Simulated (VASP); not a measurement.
Input of a VASP 6.6.1 run:

Contents of INCAR:

```
ALGO = Normal
EDIFF = 1E-7
ENCUT = 520
GGA = PE
ISIF = 2
ISMEAR = 0
LASPH = True
LCHARG = True
LELF = True
LREAL = False
LVHAR = True
LWAVE = False
NBANDS = 20
NELM = 100
PREC = Accurate
SIGMA = 0.1
```

The input KPOINTS:

```
k-points
0
Gamma
  18 18 10
```

The input POSCAR:

```
In
1.0
    1.7306458278     -2.9058860261      0.0000000000
    1.7306458278      2.9058860261      0.0000000000
    0.0000000000      0.0000000000      5.5151774823
In
2
Direct
    0.3273185410      0.6726814590      0.2500000000
    0.6726814590      0.3273185410      0.7500000000
```

Potentials or basis: VASP PAW PBE potentials, release 64 (In_d).

Launch:

```console
$ cat potpaw_PBE.64/In_d/POTCAR > POTCAR
$ mpirun -np 1 vasp_std > vasp.out
```

**Question.** Predict the pressure.

**Answer.** 0.0 GPa.

**Question.** What does it give for the band gap on the k mesh?

**Answer.** Zero (band 13 reaches 10.51 eV, above the bottom of band 14 at 4.33 eV).

Forces on the atoms (eV/Å):
```
In   0.000  0.003  0.000
In   0.000 -0.003  0.000
```

Caveat: spin-orbit coupling is left out, which moves the levels of the heavy elements.
